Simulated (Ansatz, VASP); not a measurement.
WSe2 in VASP and in Ansatz

INCAR

```
SYSTEM = WSe2
PREC = Accurate
ENCUT = 600
EDIFF = 1E-7
ISMEAR = 0
SIGMA = 0.02
LREAL = .FALSE.
LASPH = .TRUE.
NELM = 80
ALGO = Normal
ISIF = 3
LWAVE = .FALSE.
LCHARG = .FALSE.
GGA = PS
IBRION = 2
NSW = 100
EDIFFG = -0.005
LUSENCCL = .FALSE.
```

The input KPOINTS:

```
Automatic mesh
0
G
  9 9 2
  0 0 0
```

POSCAR

```
WSe2
1.0
    3.3178532690      0.0000000000      0.0000000000
   -1.6589266345      2.8733452170      0.0000000000
    0.0000000000      0.0000000000     24.0685192700
W Se
2 4
Direct
    0.6666666700      0.3333333300      0.1415375200
    0.3333333300      0.6666666700      0.8584624800
    0.3333333300      0.6666666700      0.2105944900
    0.6666666700      0.3333333300      0.9275621000
    0.3333333300      0.6666666700      0.0724379000
    0.6666666700      0.3333333300      0.7894055100
```

Input for Ansatz:

```yaml
crystal:
  lattice:
    - [3.317853269, 0.0, 0.0]
    - [-1.6589266345, 2.873345217, 0.0]
    - [0.0, 0.0, 24.06851927]
  atoms:
    - { symbol: W, position: [0.66666667, 0.33333333, 0.14153752] }
    - { symbol: W, position: [0.33333333, 0.66666667, 0.85846248] }
    - { symbol: Se, position: [0.33333333, 0.66666667, 0.21059449] }
    - { symbol: Se, position: [0.66666667, 0.33333333, 0.9275621] }
    - { symbol: Se, position: [0.33333333, 0.66666667, 0.0724379] }
    - { symbol: Se, position: [0.66666667, 0.33333333, 0.78940551] }
basis:
  ecutwfc: 420
kpoints:
  mp_grid: { grid: [9, 9, 2] }
hamiltonian:
  xc: pbesol
  pseudopotentials: { kind: paw, azcp: { folder: soft_1 } }
scf:
  occupations: { method: gaussian, width: 0.02 }
output:
  forces: true
  stress: true
  eigenvalues: true
relax:
  adjacent_minimum: "off"
  f_tol: 0.005
  max_steps: 80
  cell: { stress_tol: 0.05 }
```

Alike in both runs: task relaxation of cell and atoms; functional PBEsol; k mesh 9 × 9 × 2; occupations gaussian, width 0.02 eV; no spin polarisation.

|  | VASP | Ansatz |
| --- | --- | --- |
| version | VASP 6.6.1 | Ansatz 0.2.0 |
| potentials or method | VASP PAW PBE potentials, release 64 (W_sv, Se), cutoff 600 eV | scalar-relativistic, plane waves, PAW |
| valence electrons in the cell | 52 | 92 |

|  | VASP | Ansatz | Ansatz less VASP |
| --- | --- | --- | --- |
| gap on the k mesh at the Fermi level, each at its own relaxed structure (eV) | 1.50 | 1.50 | +0.005 |
| relaxed volume (Å³/atom) | 36.36 | 37.03 | +0.674 |
| relaxed length of the cell vector where the two differ most in proportion (Å) | 23.511 | 23.987 | +0.4756 |

VASP's potentials were made for PBE, not for PBEsol, and Ansatz warns of the same on its side. VASP's potentials hold 52 valence electrons a cell and Ansatz's 92, so a difference there can come from the potentials and not from the codes.

Neither program's run includes spin-orbit coupling.
